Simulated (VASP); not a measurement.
# PbO2 (fluorite type) (Fm-3m) in VASP: further runs

Runs on PbO2 (fluorite type). Level: r2SCAN. Tasks: single point.

All numbers are computed with VASP 6.6.1; they aren't measurements. Logs are shortened: lines on timing, memory, paths and dates and some standing lists are left out, and cuts for length are marked.

**1. The cell of the first run**

The structure is cubic, space group Fm-3m (No. 225). The conventional cell has a = 5.263 Å, b = 5.263 Å, c = 5.263 Å, α = 90.00°, β = 90.00°, γ = 90.00°. Within 3.0 Å of Pb (site symmetry m-3m) lie 8 O at 2.28 Å. O (site symmetry -43m) has 4 Pb at 2.28 Å and 6 O at 2.63 Å within 3.0 Å.

**2. Single point, r2SCAN**

Contents of POSCAR:

```
PbO2
1.0
    0.0000000000      2.6312941186      2.6312941186
    2.6312941186      0.0000000000      2.6312941186
    2.6312941186      2.6312941186      0.0000000000
Pb O
1 2
Direct
    0.0000000000      0.0000000000      0.0000000000
    0.2500000000      0.2500000000      0.2500000000
    0.7500000000      0.7500000000      0.7500000000
```

Contents of INCAR.step1:

```
PREC = Accurate
ENCUT = 520
ISMEAR = -1
SIGMA = 0.1
LREAL = F
LASPH = T
NELM = 100
NBANDS = 20
GGA = PE
ALGO = Normal
EDIFF = 1E-4
LWAVE = T
LCHARG = F
```

Contents of INCAR.step2:

```
PREC = Accurate
ENCUT = 520
EDIFF = 1E-6
ISMEAR = -1
SIGMA = 0.1
LREAL = F
LASPH = T
NELM = 100
ALGO = Normal
ISIF = 2
LWAVE = F
LCHARG = F
METAGGA = R2SCAN
LMIXTAU = T
NBANDS = 20
ISTART = 1
```

Contents of KPOINTS:

```
regular mesh
0
Gamma
  11 11 11
```

Potentials or basis: VASP PAW PBE potentials, release 64 (Pb_d, O).

Started as:

```console
$ cat potpaw_PBE.64/Pb_d/POTCAR potpaw_PBE.64/O/POTCAR > POTCAR
$ cp INCAR.step1 INCAR
$ mpirun -np 1 vasp_std > vasp.out
$ cp INCAR.step2 INCAR
$ mpirun -np 1 vasp_std > vasp.out
```

OUTCAR:

```text
PREC = Accurate
   ENCUT = 520
   EDIFF = 1E-6
   ISMEAR = -1
   LREAL = F
   LASPH = T
   NELM = 100
   ISIF = 2
   METAGGA = R2SCAN
   ISTART = 1

 ion  position               nearest neighbor table
   1  0.000  0.000  0.000-   3 2.28   3 2.28   2 2.28   3 2.28   2 2.28   2 2.28   3 2.28   2 2.28

   2  0.250  0.250  0.250-   1 2.28   1 2.28   1 2.28   1 2.28
   3  0.750  0.750  0.750-   1 2.28   1 2.28   1 2.28   1 2.28

  LATTYP: Found a face centered cubic cell.
 ALAT       =     5.2625882372

  Lattice vectors:

 A1 = (   0.0000000000,   2.6312941186,   2.6312941186)
 A2 = (   2.6312941186,   0.0000000000,   2.6312941186)
 A3 = (   2.6312941186,   2.6312941186,   0.0000000000)

Analysis of symmetry for initial positions (statically):
=====================================================================
 Subroutine PRICEL returns:
 Original cell was already a primitive cell.

 Routine SETGRP: Setting up the symmetry group for a
 face centered cubic supercell.

 Subroutine GETGRP returns: Found 48 space group operations
 (whereof 48 operations were pure point group operations)
 out of a pool of 48 trial point group operations.

The static configuration has the point symmetry O_h .

Analysis of symmetry for dynamics (positions and initial velocities):
=====================================================================
 Subroutine PRICEL returns:
 Original cell was already a primitive cell.

 Routine SETGRP: Setting up the symmetry group for a
 face centered cubic supercell.

 Subroutine GETGRP returns: Found 48 space group operations
 (whereof 48 operations were pure point group operations)
 out of a pool of 48 trial point group operations.

The dynamic configuration has the point symmetry O_h .

 Subroutine INISYM returns: Found 48 space group operations
 (whereof 48 operations are pure point group operations),
 and found     1 'primitive' translations

----------------------------------------------------------------------------------------

                                     Primitive cell

  volume of cell :      36.4366

  direct lattice vectors                    reciprocal lattice vectors
     0.000000000  2.631294119  2.631294119    -0.190020567  0.190020567  0.190020567
     2.631294119  0.000000000  2.631294119     0.190020567 -0.190020567  0.190020567
     2.631294119  2.631294119  0.000000000     0.190020567  0.190020567 -0.190020567

  length of vectors
     3.721211829  3.721211829  3.721211829     0.329125276  0.329125276  0.329125276

  position of ions in fractional coordinates (direct lattice)
     0.000000000  0.000000000  0.000000000
     0.250000000  0.250000000  0.250000000
     0.750000000  0.750000000  0.750000000

  ion indices of the primitive-cell ions
   primitive index   ion index
                 1           1
                 2           2
                 3           3

----------------------------------------------------------------------------------------

 KPOINTS: regular mesh

Automatic generation of k-mesh.
 Grid dimensions read from file:
 generate k-points for:   11   11   11

 Generating k-lattice:

  Cartesian coordinates                     Fractional coordinates (reciprocal lattice)
    -0.017274597  0.017274597  0.017274597     0.090909091  0.000000000  0.000000000
     0.017274597 -0.017274597  0.017274597     0.000000000  0.090909091  0.000000000
     0.017274597  0.017274597 -0.017274597     0.000000000  0.000000000  0.090909091

  Length of vectors
     0.029920480  0.029920480  0.029920480

  Shift w.r.t. Gamma in fractional coordinates (k-lattice)
     0.000000000  0.000000000  0.000000000

 Subroutine IBZKPT returns following result:
 ===========================================

 Found     56 irreducible k-points:

 Following reciprocal coordinates:
            Coordinates               Weight
  0.000000  0.000000  0.000000      1.000000
  0.090909  0.000000  0.000000      8.000000
  0.181818  0.000000  0.000000      8.000000
  0.272727  0.000000  0.000000      8.000000
  0.363636  0.000000  0.000000      8.000000
  0.454545  0.000000  0.000000      8.000000
[... 16 lines left out ...]
 -0.272727  0.181818  0.000000     24.000000
 -0.181818  0.181818  0.000000     12.000000
 [... further k-points ...]
   k-points           NKPTS =     56   k-points in BZ     NKDIM =     56   number of bands    NBANDS=     20
   number of dos      NEDOS =    301   number of ions     NIONS =      3
   total plane-waves  NPLWV =  21952
   dimension x,y,z NGX =    28 NGY =   28 NGZ =   28
   dimension x,y,z NGXF=    56 NGYF=   56 NGZF=   56
   ions per type =               1   2
   NGX,Y,Z   is equivalent  to a cutoff of  12.51, 12.51, 12.51 a.u.
   NGXF,Y,Z  is equivalent  to a cutoff of  25.02, 25.02, 25.02 a.u.
 SYSTEM =  unknown system
   PREC   = accura    normal or accurate (medium, high low for compatibility)
   ISTART =      1    job   : 0-new  1-cont  2-samecut
   ICHARG =      0    charge: 1-file 2-atom 10-const
   ISPIN  =      1    spin polarized calculation?
   LNONCOLLINEAR =      F non collinear calculations
   LSORBIT =      F    spin-orbit coupling
   LASPH  =      T    aspherical Exc in radial PAW
   ENCUT  =  520.0 eV  38.22 Ry    6.18 a.u.   6.92  6.92  6.92*2*pi/ulx,y,z
   NELM   =    100;   NELMIN=  2; NELMDL=  0     # of ELM steps
   EDIFF  = 0.1E-05   stopping-criterion for ELM
   LREAL  =      F    real-space projection
   EDIFFG = 0.1E-04   stopping-criterion for IOM
   NSW    =      0    number of steps for IOM
   IBRION =     -1    ionic relax: 0-MD 1-quasi-New 2-CG
   NFREE  =      0    steps in history (QN), initial steepest desc. (CG)
   ISIF   =      2    stress and relaxation
   ISYM   =      2    0-nonsym 1-usesym 2-fastsym
   POTIM  = 0.5000    time-step for ionic-motion
   TEBEG  =    0.0;   TEEND  =   0.0 temperature during run
   PSTRESS=    0.0 pullay stress
   NELECT =      26.0000    total number of electrons
   NUPDOWN=      -1.0000    fix difference up-down
   EMIN   =  10.00;   EMAX   =-10.00  energy-range for DOS
   EFERMI =   0.00;   METHOD = LEGACY
   ISMEAR =    -1;   SIGMA  =   0.10  broadening in eV -4-tet -1-fermi 0-gaus
   EFERMI_NEDOS =   21; number of points for ismear=-14 and -15
   IALGO  =     38    algorithm
   IMIX   =      4    mixing-type and parameters
     AMIX     =   0.40;   BMIX     =  1.00
     AMIX_MAG =   1.60;   BMIX_MAG =  1.00
  volume/ion in A,a.u.               =      12.15        81.96
  Fermi-wavevector in a.u.,A,eV,Ry     =   1.462918  2.764514 29.118211  2.140128
  Thomas-Fermi vector in A             =   2.579074
   LORBIT       =      0    0 simple, 1 ext, 2 COOP (PROOUT), +10 PAW based schemes
   METAGGA = R2SCAN    functional components
   LHFCALC =     F    Hartree Fock is set to
   AEXX    =    0.0000 exact exchange contribution
   IVDW    =     0    specifies the selected vdW correction
   LEPSILON=     F    determine dielectric tensor
   LRPA    =     F    only Hartree local field effects (RPA)
 non-spin polarized calculation
  energy-cutoff  :      520.00
  volume of cell :       36.44
 maximum number of plane-waves:       998
   NGX = 13   NGY = 13   NGZ = 13

 number of electron      26.0000014 magnetization

 Free energy of the ion-electron system (eV)
  ---------------------------------------------------
  ext. energy  EPLUGINS =         0.00000000
  ---------------------------------------------------
  free energy    TOTEN  =       -70.75467392 eV

  energy without entropy =      -70.74503944  energy(sigma->0) =      -70.74985668

 E-fermi :   6.5030     XC(G=0): -12.3741

 val. band max:        6.3082315585   @ k =  -0.2727   0.4545   0.1818
 cond. band min:       6.9533032881   @ k =  -0.0909   0.0909   0.0000
 fundamental gap:      0.6450717296
 Fermi energy:         6.5030178427

 k-point     1 :       0.0000    0.0000    0.0000
  band No.  band energies     occupation
      1     -13.7903      2.00000
      2     -10.5415      2.00000
      3      -9.9494      2.00000
      4      -9.9494      2.00000
      5      -9.9494      2.00000
      6      -9.5967      2.00000
[... 12 lines left out ...]
     19      23.2996      0.00000
     20      23.2996      0.00000

 k-point     2 :       0.0909    0.0000    0.0000
  band No.  band energies     occupation
      1     -13.7149      2.00000
      2     -10.9236      2.00000
      3      -9.9358      2.00000
      4      -9.9358      2.00000
      5      -9.5980      2.00000
      6      -9.5980      2.00000
[... 12 lines left out ...]
     19      23.2339      0.00000
     20      23.2339      0.00000

 k-point     3 :       0.1818    0.0000    0.0000
  band No.  band energies     occupation
      1     -13.5080      2.00000
      2     -11.4179      2.00000
      3      -9.9024      2.00000
      4      -9.9024      2.00000
      5      -9.5978      2.00000
      6      -9.5978      2.00000
[... 12 lines left out ...]
     19      23.0936      0.00000
     20      23.0936      0.00000

 k-point     4 :       0.2727    0.0000    0.0000
  band No.  band energies     occupation
      1     -13.2387      2.00000
      2     -11.7793      2.00000
      3      -9.8683      2.00000
      4      -9.8683      2.00000
      5      -9.5867      2.00000
      6      -9.5867      2.00000
[... 12 lines left out ...]
     19      22.9549      0.00000
     20      22.9550      0.00000

 k-point     5 :       0.3636    0.0000    0.0000
  band No.  band energies     occupation
      1     -13.0358      2.00000
      2     -11.9250      2.00000
      3      -9.8493      2.00000
      4      -9.8492      2.00000
      5      -9.5628      2.00000
      6      -9.5628      2.00000
[... 12 lines left out ...]
     19      22.8247      0.00000
     20      22.8247      0.00000

 k-point     6 :       0.4545    0.0000    0.0000
  band No.  band energies     occupation
      1     -12.9722      2.00000
      2     -11.8993      2.00000
      3      -9.8435      2.00000
      4      -9.8435      2.00000
      5      -9.5423      2.00000
      6      -9.5423      2.00000
[... 12 lines left out ...]
     19      22.7104      0.00000
     20      22.7104      0.00000

 k-point     7 :       0.0909    0.0909    0.0000
  band No.  band energies     occupation
      1     -13.6891      2.00000
      2     -11.0153      2.00000
      3      -9.9245      2.00000
      4      -9.9245      2.00000
      5      -9.6077      2.00000
      6      -9.5902      2.00000
[... 12 lines left out ...]
     19      23.0874      0.00000
     20      23.3254      0.00000
[... 277 lines left out ...]
 k-point    20 :       0.4545    0.1818    0.0000
  band No.  band energies     occupation
      1     -12.8108      2.00000
      2     -12.2033      2.00000
      3      -9.7721      2.00000
      4      -9.7089      2.00000
      5      -9.5356      2.00000
      6      -9.4574      2.00000
[... 12 lines left out ...]
     19      23.3626      0.00000
     20      25.3842      0.00000

 k-point    21 :      -0.4545    0.1818    0.0000
  band No.  band energies     occupation
      1     -12.8050      2.00000
      2     -12.1659      2.00000
      3      -9.7709      2.00000
      4      -9.6915      2.00000
      5      -9.5479      2.00000
      6      -9.2993      2.00000
[... 12 lines left out ...]
     19      23.0007      0.00000
     20      25.5690      0.00000

 k-point    22 :      -0.3636    0.1818    0.0000
  band No.  band energies     occupation
      1     -12.8124      2.00000
      2     -12.1848      2.00000
      3      -9.7766      2.00000
      4      -9.6820      2.00000
      5      -9.5818      2.00000
      6      -9.2940      2.00000
[... 12 lines left out ...]
     19      22.6958      0.00000
     20      25.7617      0.00000

 k-point    23 :      -0.2727    0.1818    0.0000
  band No.  band energies     occupation
      1     -12.9025      2.00000
      2     -12.1563      2.00000
      3      -9.7975      2.00000
      4      -9.6937      2.00000
      5      -9.6153      2.00000
      6      -9.4254      2.00000
[... 12 lines left out ...]
     19      22.6121      0.00000
     20      25.4809      0.00000

 k-point    24 :      -0.1818    0.1818    0.0000
  band No.  band energies     occupation
      1     -13.1260      2.00000
      2     -11.9542      2.00000
      3      -9.8394      2.00000
      4      -9.7513      2.00000
      5      -9.6245      2.00000
      6      -9.5342      2.00000
[... 12 lines left out ...]
     19      22.6827      0.00000
     20      24.6276      0.00000

 [... further k-points ...]
[... 5 lines left out ...]
  --------------------------------------------------------------------------------------
  -------------------------------------------------------------------------------------
  Total        1.5984039      1.5984039      1.5984039      0.0000000      0.0000000      0.0000000
  in kB       70.2843991     70.2843991     70.2843991      0.0000000      0.0000000      0.0000000
  external PRESSURE =      70.2843991 kB  Pullay stress =       0.0000000 kB

 VOLUME and BASIS-vectors are now :
 -----------------------------------------------------------------------------
  energy-cutoff  :      520.00
  volume of cell :       36.44
      direct lattice vectors                 reciprocal lattice vectors
     0.000000000  2.631294119  2.631294119    -0.190020567  0.190020567  0.190020567
     2.631294119  0.000000000  2.631294119     0.190020567 -0.190020567  0.190020567
     2.631294119  2.631294119  0.000000000     0.190020567  0.190020567 -0.190020567

 POSITION                                       TOTAL-FORCE (eV/Angst)
 -----------------------------------------------------------------------------------
      0.00000      0.00000      0.00000        -0.000000     -0.000000     -0.000000
      1.31565      1.31565      1.31565         0.000000      0.000000      0.000000
      3.94694      3.94694      3.94694        -0.000000      0.000000     -0.000000
 -----------------------------------------------------------------------------------
    total drift:                                0.000000     -0.000000      0.000000

  FREE ENERGIE OF THE ION-ELECTRON SYSTEM (eV)
  ---------------------------------------------------
  free  energy   TOTEN  =       -70.7546739192 eV

  energy  without entropy=      -70.7450394391  energy(sigma->0) =      -70.74985668
```

Wall time 1.7 min (1 thread of Intel Xeon Platinum 8488C (Sapphire Rapids), shared host); peak memory 0.18 GiB.

Results:

- Free energy: -70.7547 eV
- Pressure: 7.0 GPa
- Band gap on the k mesh: zero (bands 13 and 14 overlap by 1.37 eV)

Caveat: the cell stands under pressure; the PAW data sets were made with another functional, which shifts forces and pressure a little; spin-orbit coupling is left out, which moves the levels of the heavy elements.

(Continued in part 2 of 3.)
